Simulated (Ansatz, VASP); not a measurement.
# Two plane-wave programs on SiGe

```
Si Ge
1.0
     4.05662    0.00000    0.00000
    -2.02831    3.51314    0.00000
     0.00000    0.00000    5.92792
Si Ge
2 2
Cartesian
  2.0283 1.1710 5.1842
  0.0000 2.3421 2.2203
  2.0283 1.1710 2.9666
  0.0000 2.3421 0.0027
```

Change from the starting cell: strain +0.040 along x and y, -0.080 along z, atoms carried along.

Alike in both runs: task single point; functional PBEsol; k mesh 12 × 12 × 6; occupations gaussian, width 0.03 eV; no spin polarisation.

|  | VASP | Ansatz |
| --- | --- | --- |
| version | VASP 6.6.1 | Ansatz 0.2.0 |
| potentials or method | VASP PAW PBE potentials, release 64 (Si, Ge_d), cutoff 520 eV | scalar-relativistic, plane waves, PAW |
| valence electrons in the cell | 36 | 36 |

|  | VASP | Ansatz | Ansatz less VASP |
| --- | --- | --- | --- |
| gap on the k mesh at the Fermi level (eV) | none | none | - |
| pressure (GPa) | 2.7 | 2.8 | +0.04 |
| traceless stress, the component that is largest in VASP (GPa) | 19.99 | 19.98 | -0.011 |
| rms of the force components (eV/Å) | 1.059 | 1.064 | +0.0046 |

VASP's potentials were made for PBE, not for PBEsol. Atom by atom the forces differ by 0.005 eV/Å (rms over components). A gap of «none» marks a metal or a gap that the smearing closes. The functional is the same, so the differences come from potentials, cutoffs and numerics.
